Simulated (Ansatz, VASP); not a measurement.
C: VASP beside Ansatz

```
CELL_PARAMETERS angstrom
-2.42639 2.42639 2.42639
2.42639 -2.42639 2.42639
2.42639 2.42639 -2.42639
ATOMIC_POSITIONS crystal
C 0.32529 0.00000 0.00000
C 0.67471 0.67471 0.67471
C 0.00000 0.32529 0.00000
C 0.00000 0.00000 0.32529
C 0.00000 0.67471 0.00000
C 0.32529 0.32529 0.32529
C 0.67471 0.00000 0.00000
C 0.00000 0.00000 0.67471
```

Alike in both runs: functional PBEsol; k mesh 8 × 8 × 8; occupations gaussian, width 0.02 eV; no spin polarisation.

Ansatz relaxed the structure, and its values are those at the end. VASP's run is a single point on that final structure, the one shown.

```csv
,VASP,Ansatz
version,VASP 6.6.1,Ansatz 0.2.0
potentials or method,"VASP PAW PBE potentials, release 64 (C), cutoff 520 eV","scalar-relativistic, plane waves, PAW"
valence electrons in the cell,32,32
```

```csv
,VASP,Ansatz,Ansatz less VASP
gap on the k mesh at the Fermi level (eV),3.01,3.02,+0.007
least direct gap on the mesh (eV),3.73,3.75,+0.018
pressure (GPa),0.7,0.0,-0.73
rms of the force components (eV/Å),0.021,0.000,-0.0210
```

VASP's potentials were made for PBE, not for PBEsol.
